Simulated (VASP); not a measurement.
Crystal: SrO (rock salt type).

```
Sr O
1.0
     0.00000    2.60000    2.60000
     2.60000    0.00000    2.60000
     2.60000    2.60000    0.00000
Sr O
1 1
Direct
  0.00000 0.00000 0.00000
  0.50000 0.50000 0.50000
```

Base run:

```yaml
Program: VASP 6.6.1
Functional: PBE
Potentials_or_basis: VASP PAW PBE potentials, release 64 (Sr_sv, O)
Cutoff: 520 eV
k_mesh: 6 × 6 × 6
Occupations: fermi-dirac, width 0.02 eV
Spin: no spin polarisation
```

Its results: band gap on the k mesh 3.28 eV (least direct gap 3.39 eV); pressure 0.3 GPa.

Problem. The run is repeated on the same cell with these changes: functional from PBE to r2SCAN. What comes out?

Solution. Band gap on the k mesh 3.76 eV (least direct gap 3.86 eV); pressure -1.6 GPa.

Caveats: the PAW data sets were made with another functional, which shifts forces and pressure a little (at least some runs).

A k mesh can miss the band edges.
